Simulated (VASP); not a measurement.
# AlN in VASP: a series of runs

AlN is run at these levels: PBE; tasks: single point.

Program: VASP 6.6.1. These are calculated values, not measurements. Logs are shortened: lines on timing, memory, paths and dates and some standing lists are left out, and cuts for length are marked.

### Step 1. The cell of the first run

The cell holds a slab with vacuum, 20 atoms: a = 3.130 Å, b = 5.018 Å, c = 26.747 Å, α = 90.00°, β = 90.00°, γ = 90.00°.

### Step 2. Single point, PBE

File INCAR:

```
ALGO = Normal
DIPOL = 0.5 0.5 0.500
EDIFF = 1E-6
ENCUT = 520
GGA = PE
IDIPOL = 3
ISIF = 2
ISMEAR = 0
LASPH = True
LCHARG = False
LDIPOL = True
LREAL = Auto
LWAVE = False
NBANDS = 56
NELM = 80
PREC = Accurate
SIGMA = 0.05
```

File KPOINTS:

```
k-points
0
Gamma
  9 6 1
```

File POSCAR:

```
AlN
1.0
    3.1302084195      0.0000000000      0.0000000000
    0.0000000000      5.0180433204      0.0000000000
    0.0000000000      0.0000000000     26.7469733786
Al N
10 10
Direct
    0.0000000000      0.0007657741      0.2804055582
    0.5000000000      0.5007657741      0.3141893185
    0.5000000000      0.0007657741      0.3817568390
    0.0000000000      0.5007657741      0.4155405993
    0.0000000000      0.0007657741      0.4831081199
    0.5000000000      0.5007657741      0.5168918801
    0.5000000000      0.0007657741      0.5844594007
    0.0000000000      0.5007657741      0.6182431610
    0.0000000000      0.0007657741      0.6858106815
    0.5000000000      0.5007657741      0.7195944418
    0.0000000000      0.6192342259      0.2804055582
    0.5000000000      0.1192342259      0.3141893185
    0.5000000000      0.6192342259      0.3817568390
    0.0000000000      0.1192342259      0.4155405993
    0.0000000000      0.6192342259      0.4831081199
    0.5000000000      0.1192342259      0.5168918801
    0.5000000000      0.6192342259      0.5844594007
    0.0000000000      0.1192342259      0.6182431610
    0.0000000000      0.6192342259      0.6858106815
    0.5000000000      0.1192342259      0.7195944418
```

Potentials or basis: VASP PAW PBE potentials, release 64 (Al, N).

Launch:

```bash
$ cat potpaw_PBE.64/Al/POTCAR potpaw_PBE.64/N/POTCAR > POTCAR
$ mpirun -np 1 vasp_std > vasp.out
```

OUTCAR:

```text
EDIFF = 1E-6
   ENCUT = 520
   GGA = PE
   ISIF = 2
   ISMEAR = 0
   LASPH = True
   LREAL = Auto
   NELM = 80
   PREC = Accurate

 ion  position               nearest neighbor table
   1  0.000  0.001  0.280-  12 1.90  12 1.90  11 1.91   2 3.09   2 3.09   2 3.09   2 3.09   3 3.13
                             3 3.13
   2  0.500  0.501  0.314-  13 1.90  11 1.90  11 1.90  12 1.91   3 3.09   3 3.09   1 3.09   1 3.09
                             1 3.09   1 3.09   4 3.13   4 3.13
   3  0.500  0.001  0.382-  12 1.90  14 1.90  14 1.90  13 1.91   2 3.09   2 3.09   4 3.09   4 3.09
                             4 3.09   4 3.09   1 3.13   1 3.13   5 3.13   5 3.13
   4  0.000  0.501  0.416-  13 1.90  13 1.90  15 1.90  14 1.91   3 3.09   3 3.09   3 3.09   3 3.09
                             5 3.09   5 3.09   6 3.13   6 3.13   2 3.13   2 3.13
   5  0.000  0.001  0.483-  16 1.90  16 1.90  14 1.90  15 1.91   6 3.09   6 3.09   6 3.09   6 3.09
                             4 3.09   4 3.09   7 3.13   7 3.13   3 3.13   3 3.13
   6  0.500  0.501  0.517-  15 1.90  15 1.90  17 1.90  16 1.91   5 3.09   5 3.09   5 3.09   5 3.09
                             7 3.09   7 3.09   4 3.13   4 3.13   8 3.13   8 3.13
   7  0.500  0.001  0.584-  18 1.90  18 1.90  16 1.90  17 1.91   8 3.09   8 3.09   8 3.09   8 3.09
                             6 3.09   6 3.09   5 3.13   5 3.13   9 3.13   9 3.13
   8  0.000  0.501  0.618-  19 1.90  17 1.90  17 1.90  18 1.91   9 3.09   9 3.09   7 3.09   7 3.09
                             7 3.09   7 3.09  10 3.13  10 3.13   6 3.13   6 3.13
   9  0.000  0.001  0.686-  18 1.90  20 1.90  20 1.90  19 1.91   8 3.09   8 3.09  10 3.09  10 3.09
                            10 3.09  10 3.09   7 3.13   7 3.13
  10  0.500  0.501  0.720-  19 1.90  19 1.90  20 1.91   9 3.09   9 3.09   9 3.09   9 3.09   8 3.13
                             8 3.13
  11  0.000  0.619  0.280-   2 1.90   2 1.90   1 1.91
  12  0.500  0.119  0.314-   3 1.90   1 1.90   1 1.90   2 1.91
  13  0.500  0.619  0.382-   2 1.90   4 1.90   4 1.90   3 1.91
  14  0.000  0.119  0.416-   3 1.90   3 1.90   5 1.90   4 1.91
  15  0.000  0.619  0.483-   6 1.90   6 1.90   4 1.90   5 1.91
  16  0.500  0.119  0.517-   5 1.90   5 1.90   7 1.90   6 1.91
  17  0.500  0.619  0.584-   8 1.90   8 1.90   6 1.90   7 1.91
  18  0.000  0.119  0.618-   9 1.90   7 1.90   7 1.90   8 1.91
  19  0.000  0.619  0.686-   8 1.90  10 1.90  10 1.90   9 1.91
  20  0.500  0.119  0.720-   9 1.90   9 1.90  10 1.91

  LATTYP: Found a simple orthorhombic cell.
 ALAT       =     3.1302084195
 B/A-ratio  =     1.6031019817
 C/A-ratio  =     8.5447899290

  Lattice vectors:

 A1 = (   3.1302084195,   0.0000000000,   0.0000000000)
 A2 = (   0.0000000000,   5.0180433204,   0.0000000000)
 A3 = (   0.0000000000,   0.0000000000,  26.7469733786)

Analysis of symmetry for initial positions (statically):
=====================================================================
 Subroutine PRICEL returns:
 Original cell was already a primitive cell.

 Routine SETGRP: Setting up the symmetry group for a
 simple orthorhombic supercell.

 Subroutine GETGRP returns: Found  4 space group operations
 (whereof  2 operations were pure point group operations)
 out of a pool of  8 trial point group operations.

The static configuration has the point symmetry C_1h.
 The point group associated with its full space group is C_2v.
[... 172 lines left out ...]
   AEXX    =    0.0000 exact exchange contribution
   IVDW    =     0    specifies the selected vdW correction
   LEPSILON=     F    determine dielectric tensor
   LRPA    =     F    only Hartree local field effects (RPA)
 non-spin polarized calculation
 Gauss-broadening in eV      SIGMA  =   0.05
  energy-cutoff  :      520.00
  volume of cell :      420.13
 maximum number of plane-waves:     11367
 NGX is ok and might be reduce to    24
   NGX = 11   NGY = 19   NGZ = 99

 dipolmoment           0.000000      0.000000     -0.000000 electrons x Angstroem

 number of electron      79.9999986 magnetization

 dipolmoment           0.000000      0.000000      0.000000 electrons x Angstroem

 Free energy of the ion-electron system (eV)
  ---------------------------------------------------
  ext. energy  EPLUGINS =         0.00000000
  ---------------------------------------------------
  free energy    TOTEN  =      -143.66941091 eV

  energy without entropy =     -143.66941091  energy(sigma->0) =     -143.66941091

 E-fermi :   1.1532     XC(G=0):  -6.1503

 val. band max:        0.9153014338   @ k =   0.4444   0.5000   0.0000
 cond. band min:       2.2934269287   @ k =   0.0000   0.0000   0.0000
 fundamental gap:      1.3781254949
 Fermi energy:         1.1531750657

 k-point     1 :       0.0000    0.0000    0.0000
  band No.  band energies     occupation
      1     -14.7362      2.00000
      2     -14.4359      2.00000
      3     -13.9941      2.00000
      4     -13.4694      2.00000
      5     -13.0306      2.00000
      6     -12.6674      2.00000
[... 1089 lines left out ...]
     51       6.8439      0.00000
     52       6.8439      0.00000
 [bands above 52 left out]

------------------------ aborting loop because EDIFF is reached ----------------------------------------

 vacuum level on the upper side and lower side of the slab       (xc-potential included)        -0.179        -0.179

  FORCE on cell =-STRESS in cart. coord.  units (eV):
  Direction    XX          YY          ZZ          XY          YZ          ZX
  --------------------------------------------------------------------------------------
  -------------------------------------------------------------------------------------
  Total       -0.8361336     -9.4989322     -3.1405106      0.0000000      0.0000000      0.0000000
  in kB       -3.1886287    -36.2245553    -11.9764621      0.0000000      0.0000000      0.0000000
  external PRESSURE =     -17.1298821 kB  Pullay stress =       0.0000000 kB

 VOLUME and BASIS-vectors are now :
 -----------------------------------------------------------------------------
  energy-cutoff  :      520.00
  volume of cell :      420.13
      direct lattice vectors                 reciprocal lattice vectors
     3.130208420  0.000000000  0.000000000     0.319467545  0.000000000  0.000000000
     0.000000000  5.018043320  0.000000000     0.000000000  0.199280862  0.000000000
     0.000000000  0.000000000 26.746973379     0.000000000  0.000000000  0.037387408

 POSITION                                       TOTAL-FORCE (eV/Angst)
 -----------------------------------------------------------------------------------
      0.00000      0.00384      7.50000         0.000000     -1.888520      1.903509
      1.56510      2.51286      8.40361         0.000000      1.098228     -1.598782
      1.56510      0.00384     10.21084         0.000000     -0.460280      0.217080
      0.00000      2.51286     11.11445         0.000000      0.162388     -0.135354
      0.00000      0.00384     12.92168         0.000000     -0.032498      0.059935
      1.56510      2.51286     13.82529         0.000000     -0.032498     -0.059935
[... 12 lines left out ...]
      0.00000      3.10734     18.34336         0.000000      0.346603      1.172472
      1.56510      0.59832     19.24697         0.000000      0.836375     -0.431104
 -----------------------------------------------------------------------------------
    total drift:                                0.000000     -0.006254      0.000001

  FREE ENERGIE OF THE ION-ELECTRON SYSTEM (eV)
  ---------------------------------------------------
  free  energy   TOTEN  =      -143.6694109082 eV

  energy  without entropy=     -143.6694109082  energy(sigma->0) =     -143.66941091

 vacuum level on the upper side and lower side of the slab         5.712         5.712
```

It took 8.3 min on 1 thread of Intel Xeon 6975P-C (Granite Rapids), shared host; peak memory 0.6 GiB.

Results:

- Free energy: -143.6694 eV
- Largest force: 2.681 eV/Å
- Band gap on the k mesh: 1.38 eV (least direct gap 1.45 eV)

Forces in eV/Å, atoms in the order of the input:
```
Al   0.000 -1.889  1.904
Al   0.000  1.098 -1.599
Al   0.000 -0.460  0.217
Al   0.000  0.162 -0.135
Al   0.000 -0.032  0.060
Al   0.000 -0.032 -0.060
Al   0.000  0.162  0.135
Al   0.000 -0.460 -0.217
Al   0.000  1.098  1.599
Al   0.000 -1.889 -1.904
N    0.000  0.836  0.431
N    0.000  0.347 -1.172
N    0.000 -0.088  0.503
N    0.000  0.024 -0.206
N    0.000  0.002  0.105
N    0.000  0.002 -0.105
N    0.000  0.024  0.206
N    0.000 -0.088 -0.503
N    0.000  0.347  1.172
N    0.000  0.836 -0.431
```

### Step 3. Single point, PBE

File INCAR:

```
PREC     = Accurate       # precision mode
ENCUT    = 520            # plane-wave cutoff, eV
EDIFF    = 1E-6           # SCF threshold, eV
ISMEAR   = 0              # smearing method
SIGMA    = 0.05           # smearing width, eV
LREAL    = Auto         
LASPH    = T              # aspherical terms in the spheres
NELM     = 100            # most SCF steps
ALGO     = Normal         # electronic algorithm
ISIF     = 2              # what is computed and relaxed
LWAVE    = F              # write WAVECAR
LCHARG   = F              # write CHGCAR
LDIPOL   = T            
IDIPOL   = 3            
DIPOL    = 0.5 0.5 0.500
GGA      = PE             # functional
NBANDS   = 56             # bands
```

File KPOINTS:

```
Automatic mesh
0
Gamma
  9 6 1
```

File POSCAR:

```
AlN
1.0
    3.1302084195      0.0000000000      0.0000000000
    0.0000000000      5.0180433204      0.0000000000
    0.0000000000      0.0000000000     26.7469733786
Al N
10 10
Direct
    0.0000000000     -0.0250098616      0.2903054400
    0.5000000000      0.5078962840      0.3110253432
    0.5000000000     -0.0008253064      0.3832934493
    0.0000000000      0.5040420152      0.4149391144
    0.0000000000      0.0016257053      0.4834925149
    0.5000000000      0.5016256789      0.5165075000
    0.5000000000      0.0040419341      0.5850608934
    0.0000000000      0.4991745334      0.6167065651
    0.0000000000      0.0078960348      0.6889746362
    0.5000000000      0.4749901093      0.7096945446
    0.0000000000      0.6242826673      0.2820500793
    0.5000000000      0.1261786542      0.3139097363
    0.5000000000      0.6202192990      0.3818430692
    0.0000000000      0.1211863404      0.4156052407
    0.0000000000      0.6204047503      0.4830936697
    0.5000000000      0.1204047371      0.5169063413
    0.5000000000      0.6211862162      0.5843947762
    0.0000000000      0.1202191821      0.6181569263
    0.0000000000      0.6261784911      0.6860902412
    0.5000000000      0.1242825353      0.7179499187
```

Potentials or basis: VASP PAW PBE potentials, release 64 (Al, N).

Launch:

```bash
$ cat potpaw_PBE.64/Al/POTCAR potpaw_PBE.64/N/POTCAR > POTCAR
$ mpirun -np 1 vasp_std > vasp.out
```

Wall time 9.6 min (1 thread of Intel Xeon 6975P-C (Granite Rapids), shared host); peak memory 0.58 GiB.

Results (log left out):

* Free energy: -144.7155 eV
* Largest force: 0.025 eV/Å
* Band gap on the k mesh: 2.68 eV (least direct gap 2.79 eV)

Forces in eV/Å, atoms in the order of the input:
```
Al   0.000  0.022  0.011
Al   0.000 -0.008 -0.004
Al   0.000 -0.002  0.004
Al   0.000 -0.003  0.002
Al   0.000 -0.001  0.003
Al   0.000 -0.001 -0.003
Al   0.000 -0.003 -0.002
Al   0.000 -0.002 -0.004
Al   0.000 -0.008  0.004
Al   0.000  0.022 -0.011
N    0.000 -0.012  0.022
N    0.000  0.005 -0.008
N    0.000 -0.006  0.008
N    0.000  0.002 -0.002
N    0.000  0.001  0.004
N    0.000  0.001 -0.004
N    0.000  0.002  0.002
N    0.000 -0.006 -0.008
N    0.000  0.005  0.008
N    0.000 -0.012 -0.022
```

Levels at points of the mesh, in eV from the valence-band top:
| k point | band 36 | band 37 | band 38 | band 39 | band 40 | band 41 | band 42 | band 43 | band 44 | band 45 |
| --- | --- | --- | --- | --- | --- | --- | --- | --- | --- | --- |
| (0.00, 0.00, 0.00) | -0.44 | -0.35 | -0.33 | -0.15 | -0.11 | 2.68 | 2.87 | 4.53 | 5.32 | 5.32 |
| (0.00, 0.50, 0.00) | -1.06 | -0.52 | -0.52 | -0.16 | -0.16 | 3.39 | 3.39 | 4.99 | 4.99 | 5.57 |
